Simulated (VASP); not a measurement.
Runs of VASP 6.6.1 on TaAl4. The structure is that of space group Pm-3m (No. 221), or close to it. The cells are those of the table. 

```csv
task,cell,k mesh,cutoff (eV),gap on the mesh (eV),pressure (GPa),relaxed volume (Å³/atom)
single point,"a = 4.481 Å, 5 atoms",4 × 4 × 4,520,none,10.6,-
single point,"a = 4.698 Å, 5 atoms",8 × 8 × 8,520,none,0.0,-
relaxation of cell and atoms,"relaxed from a = 4.481 Å, 5 atoms",4 × 4 × 4,600,none,0.0,20.53
single point,"a = 4.679 Å, 5 atoms",4 × 4 × 4,520,none,0.2,-
relaxation of cell and atoms,"relaxed from a = 4.679 Å, 5 atoms",8 × 8 × 8,600,none,0.0,(a)
```

Alike in all rows: level PBE; potentials or basis VASP PAW PBE potentials, release 64 (Ta_pv, Al); no spin polarisation; smearing gaussian 0.1 eV.

Fill in the values left out.

(a) 20.75.

Caveats: spin-orbit coupling is left out, which moves the levels of the heavy elements.

A k mesh can miss the band edges, and the runs leave out spin-orbit coupling on Ta.

A gap of «none» marks levels without a gap at the run's occupations.
